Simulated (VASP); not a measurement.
Wanted: the native input for a VASP 6.6.1 run.

* Task: relaxation of cell and atoms
* Functional: PBE
* Potentials or basis: VASP PAW PBE potentials, release 64 (Mg, Hf_pv, C)
* Cutoff: 600 eV
* k mesh: 10 × 10 × 8
* Occupations: gaussian, width 0.02 eV
* Spin: no spin polarisation
* Dipole correction: no
* Further INCAR settings: ALGO = Normal; EDIFF = 1e-06; IBRION = 2; EDIFFG = -0.01; NSW = 100; ISIF = 3

The structure of HfMg2C2 lies in POSCAR:

```
HfMg2C2
1.0
    3.6644207733      0.0000000000      0.0000000000
    0.0000000000      3.6644207733      0.0000000000
    0.0000000000      0.0000000000      5.4793282601
Mg Hf C
2 1 2
Direct
    0.0000000000      0.0000000000      0.0000000000
    0.5000000000      0.5000000000      0.0000000000
    0.5000000000      0.5000000000      0.5000000000
    0.5000000000      0.0000000000      0.7479978303
    0.0000000000      0.5000000000      0.2520021697
```

This cell differs from its parent crystal: atoms taken out.

One way to write it, as run:

INCAR

```
SYSTEM = HfMg2C2
PREC = Accurate
ENCUT = 600
EDIFF = 1E-6
ISMEAR = 0
SIGMA = 0.02
LREAL = .False.
LASPH = .True.
NELM = 100
ALGO = Normal
ISIF = 3
LWAVE = .False.
LCHARG = .False.
GGA = PE
IBRION = 2
NSW = 100
EDIFFG = -0.01
```

KPOINTS

```
Automatic mesh
0
Gamma
  10 10 8
  0 0 0
```

Potentials or basis: VASP PAW PBE potentials, release 64 (Mg, Hf_pv, C).

The run is started by

```bash
$ cat potpaw_PBE.64/Mg/POTCAR potpaw_PBE.64/Hf_pv/POTCAR potpaw_PBE.64/C/POTCAR > POTCAR
$ mpirun -np 1 vasp_std > vasp.out
```

Results of the run:

The relaxed volume is 14.66 Å³/atom, the relaxed cell is a = 3.657 Å, b = 3.657 Å, c = 5.482 Å, α = 90.00°, β = 90.00°, γ = 90.00° and the space group after relaxing (to 0.1 Å) is P-4m2 (No. 115). The energy gained by relaxing is 0.1 meV/atom. The ionic steps are 7, the pressure after relaxing is 0.0 GPa and the largest force after relaxing is 0.005 eV/Å. The band gap on the k mesh is 0.46 eV (least direct gap 0.63 eV).

Caveat: the cell differs from its parent crystal (atoms taken out); spin-orbit coupling is left out, which moves the levels of the heavy elements.

Run time: 6.5 min on 1 thread of Oxide Virtual Turin-like Processor (shared host), peak memory 0.3 GiB.
